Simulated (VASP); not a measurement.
# Zr12HC12 in VASP: a series of runs, part 2 of 2

VASP 6.6.1.

**3. Single point, PBE**

INCAR reads:

```
PREC = Accurate
ENCUT = 520
EDIFF = 1E-7
ISMEAR = 0
SIGMA = 0.1
LREAL = Auto
LASPH = True
NELM = 100
ALGO = Fast
ISIF = 2
LWAVE = False
LCHARG = False
LDIPOL = True
IDIPOL = 3
DIPOL = 0.5 0.5 0.320
GGA = PE
NBANDS = 114
```

KPOINTS reads:

```
Automatic mesh
0
Gamma
  4 4 1
```

POSCAR reads:

```
Zr12HC12
1.0
    6.6589726739      0.0000000000      0.0000000000
    0.0000000000      6.6589726739      0.0000000000
    0.0000000000      0.0000000000     20.1141117803
Zr C H
12 12 1
Direct
    0.0000000000      0.0000000000      0.1988653560
    0.0000000000      0.5000000000      0.1988653560
    0.5000000000      0.0000000000      0.1988653560
    0.5000000000      0.5000000000      0.1988653560
    0.2500000000      0.2500000000      0.3124377509
    0.2500000000      0.7500000000      0.3124377509
    0.7500000000      0.2500000000      0.3124377509
    0.7500000000      0.7500000000      0.3124377509
    0.0000000000      0.0000000000      0.4247693893
    0.0000000000      0.5000000000      0.4247693893
    0.5000000000      0.0000000000      0.4247693893
    0.5000000000      0.5000000000      0.4247693893
    0.2500000000      0.2500000000      0.1988653560
    0.2500000000      0.7500000000      0.1988653560
    0.7500000000      0.2500000000      0.1988653560
    0.7500000000      0.7500000000      0.1988653560
    0.0000000000      0.0000000000      0.3121361490
    0.0000000000      0.5000000000      0.3121361490
    0.5000000000      0.0000000000      0.3121361490
    0.5000000000      0.5000000000      0.3121361490
    0.2500000000      0.2500000000      0.4282621015
    0.2500000000      0.7500000000      0.4282621015
    0.7500000000      0.2500000000      0.4282621015
    0.7500000000      0.7500000000      0.4282621015
    0.3750000000      0.4375000000      0.5102391273
```

Potentials or basis: VASP PAW PBE potentials, release 64 (Zr_sv, C, H).

On the command line:

```
cat potpaw_PBE.64/Zr_sv/POTCAR potpaw_PBE.64/C/POTCAR potpaw_PBE.64/H/POTCAR > POTCAR
mpirun -np 1 vasp_std > vasp.out
```

OUTCAR:

```text
PREC = Accurate
   ENCUT = 520
   EDIFF = 1E-7
   ISMEAR = 0
   LREAL = Auto
   LASPH = True
   NELM = 100
   ISIF = 2
   GGA = PE

 ion  position               nearest neighbor table
   1  0.000  0.000  0.199-  17 2.28  14 2.35  15 2.35  16 2.35  13 2.35   6 3.28   7 3.28   8 3.28
                             5 3.28   3 3.33   2 3.33   2 3.33   3 3.33
   2  0.000  0.500  0.199-  18 2.28  14 2.35  15 2.35  16 2.35  13 2.35   6 3.28   7 3.28   8 3.28
                             5 3.28   4 3.33   1 3.33   1 3.33   4 3.33
   3  0.500  0.000  0.199-  19 2.28  14 2.35  15 2.35  16 2.35  13 2.35   6 3.28   7 3.28   8 3.28
                             5 3.28   4 3.33   1 3.33   4 3.33   1 3.33
   4  0.500  0.500  0.199-  20 2.28  14 2.35  15 2.35  16 2.35  13 2.35   6 3.28   7 3.28   8 3.28
                             5 3.28   3 3.33   2 3.33   3 3.33   2 3.33
   5  0.250  0.250  0.312-  13 2.28  21 2.33  18 2.35  19 2.35  20 2.35  17 2.35  11 3.26  12 3.26
                             9 3.26  10 3.26   3 3.28   4 3.28   1 3.28   2 3.28   6 3.33   7 3.33
   6  0.250  0.750  0.312-  14 2.28  22 2.33  18 2.35  19 2.35  20 2.35  17 2.35  11 3.26  12 3.26
                             9 3.26  10 3.26   3 3.28   4 3.28   1 3.28   2 3.28   5 3.33   8 3.33
   7  0.750  0.250  0.312-  15 2.28  23 2.33  18 2.35  19 2.35  20 2.35  17 2.35  11 3.26  12 3.26
[... 1365 lines left out ...]

 vacuum level on the upper side and lower side of the slab       (xc-potential included)         0.448        -0.479

  FORCE on cell =-STRESS in cart. coord.  units (eV):
  Direction    XX          YY          ZZ          XY          YZ          ZX
  --------------------------------------------------------------------------------------
  -------------------------------------------------------------------------------------
  Total      -12.6475775    -11.9458064      1.6480618      0.3867346     -0.3331086     -0.7266181
  in kB      -22.7197007    -21.4590617      2.9605251      0.6947176     -0.5983856     -1.3052733
  external PRESSURE =     -13.7394124 kB  Pullay stress =       0.0000000 kB

 VOLUME and BASIS-vectors are now :
 -----------------------------------------------------------------------------
  energy-cutoff  :      520.00
  volume of cell :      891.90
      direct lattice vectors                 reciprocal lattice vectors
     6.658972674  0.000000000  0.000000000     0.150173315  0.000000000  0.000000000
     0.000000000  6.658972674  0.000000000     0.000000000  0.150173315  0.000000000
     0.000000000  0.000000000 20.114111780     0.000000000  0.000000000  0.049716339

 POSITION                                       TOTAL-FORCE (eV/Angst)
 -----------------------------------------------------------------------------------
      0.00000      0.00000      4.00000         0.047135      0.011860      0.674754
      0.00000      3.32949      4.00000         0.014933     -0.024283      0.463030
      3.32949      0.00000      4.00000        -0.042373     -0.021008      0.495018
      3.32949      3.32949      4.00000        -0.030533     -0.013610      0.552351
      1.66474      1.66474      6.28441         0.150964      0.172648      0.059546
      1.66474      4.99423      6.28441         0.012693     -0.030933      0.083384
[... 17 lines left out ...]
      4.99423      4.99423      8.61411         0.041852     -0.010208     -0.201436
      2.49711      2.91330     10.26301        -0.426426     -0.123087      0.006369
 -----------------------------------------------------------------------------------
    total drift:                                0.000018      0.000012     -0.043944

  FREE ENERGIE OF THE ION-ELECTRON SYSTEM (eV)
  ---------------------------------------------------
  free  energy   TOTEN  =      -226.4758373336 eV

  energy  without entropy=     -226.4348008101  energy(sigma->0) =     -226.45531907

 vacuum level on the upper side and lower side of the slab         5.296         4.344
```

It took 2.1 h on 1 thread of Oxide Virtual Turin-like, shared host; peak memory 1.1 GiB.

What came out:

```
Free energy            : -226.4758 eV
Largest force          : 1.280 eV/Å
Band gap on the k mesh : zero (an odd number of electrons rules out a gap without spin polarisation)
```

Forces in eV/Å, atoms in the order of the input:
```
Zr   0.047  0.012  0.675
Zr   0.015 -0.024  0.463
Zr  -0.042 -0.021  0.495
Zr  -0.031 -0.014  0.552
Zr   0.151  0.173  0.060
Zr   0.013 -0.031  0.083
Zr   0.058 -0.093  0.062
Zr   0.119  0.163  0.062
Zr   0.206  0.065  0.101
Zr   0.070  0.013  0.500
Zr  -0.095 -0.071  0.216
Zr   0.628  0.359  1.056
C    0.004  0.019 -0.557
C    0.012  0.014 -0.591
C    0.002  0.033 -0.577
C   -0.006 -0.005 -0.531
C   -0.099 -0.053 -0.198
C   -0.017  0.002 -0.036
C    0.033 -0.002 -0.084
C   -0.273 -0.142 -0.589
C   -0.439 -0.786 -0.215
C   -0.121  0.521 -0.417
C    0.150  0.002 -0.335
C    0.042 -0.010 -0.201
H   -0.426 -0.123  0.006
```

Levels at points of the mesh, in eV from the Fermi level:
```tsv
k point	band 93	band 94	band 95	band 96	band 97	band 98	band 99	band 100	band 101	band 102
(0.00, 0.00, 0.00)	-0.18	-0.14	0.07	0.11	0.11	0.38	0.57	0.84	0.96	0.98
(0.50, 0.00, 0.00)	-1.25	-1.23	-1.18	-1.14	-0.25	0.76	0.98	1.68	1.69	1.84
(0.00, 0.50, 0.00)	-1.26	-1.23	-1.18	-1.14	-0.12	0.77	0.85	1.68	1.69	1.84
(0.50, 0.50, 0.00)	-0.79	-0.74	-0.71	-0.71	0.04	0.62	0.63	0.68	0.92	2.44
```
